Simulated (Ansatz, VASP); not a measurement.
# Mo: VASP beside Ansatz

INCAR

```
SYSTEM = Mo
  PREC = Accurate
  ENCUT = 520
  EDIFF = 1E-7
  ISMEAR = 0
  SIGMA = 0.1
  LREAL = .False.
  LASPH = .True.
  NELM = 100
  ALGO = Fast
  ISIF = 2
  LWAVE = .False.
  LCHARG = .False.
  GGA = PS
  NBANDS = 13
```

File KPOINTS:

```
regular mesh
0
Gamma
  8 8 8
  0 0 0
```

File POSCAR:

```
Mo
1.0
   -1.3954239134      1.3954239134      2.1229339179
    1.3954239134     -1.3954239134      2.1229339179
    1.3954239134      1.3954239134     -2.1229339179
Mo
1
Direct
    0.0000000000      0.0000000000      0.0000000000
```

Input for Ansatz:

```yaml
crystal:
  lattice:
    - [-1.3954239134, 1.3954239134, 2.1229339179]
    - [1.3954239134, -1.3954239134, 2.1229339179]
    - [1.3954239134, 1.3954239134, -2.1229339179]
  atoms:
    - { symbol: Mo, position: [0.0, 0.0, 0.0] }
basis:
  ecutwfc: 420
kpoints:
  mp_grid: { grid: [8, 8, 8] }
hamiltonian:
  xc: pbesol
scf:
  occupations: { method: gaussian, width: 0.1 }
  lower_state_search: "off"
output:
  forces: true
  stress: true
  eigenvalues: true
```

Alike in both runs: task single point; functional PBEsol; k mesh 8 × 8 × 8; occupations gaussian, width 0.1 eV; no spin polarisation.

|  | VASP | Ansatz |
| --- | --- | --- |
| version | VASP 6.6.1 | Ansatz 0.2.0 |
| potentials or method | VASP PAW PBE potentials, release 64 (Mo_sv), cutoff 520 eV | scalar-relativistic, plane waves, PAW |
| valence electrons in the cell | 14 | 14 |

VASP gave:

* gap on the k mesh at the Fermi level (eV): none
* pressure (GPa): -13.7
* traceless stress, the component that is largest in VASP (GPa): 6.00

Task: Which values does Ansatz return?

Result: gap on the k mesh at the Fermi level (eV): none; pressure (GPa): -14.1; traceless stress, the component that is largest in VASP (GPa): 6.03.

VASP's potentials were made for PBE, not for PBEsol. A gap of «none» marks a metal or a gap that the smearing closes. With one functional, cell and mesh, what is left measures potentials, basis and numerics.

The k mesh is coarse, so the values compare programs but aren't converged.
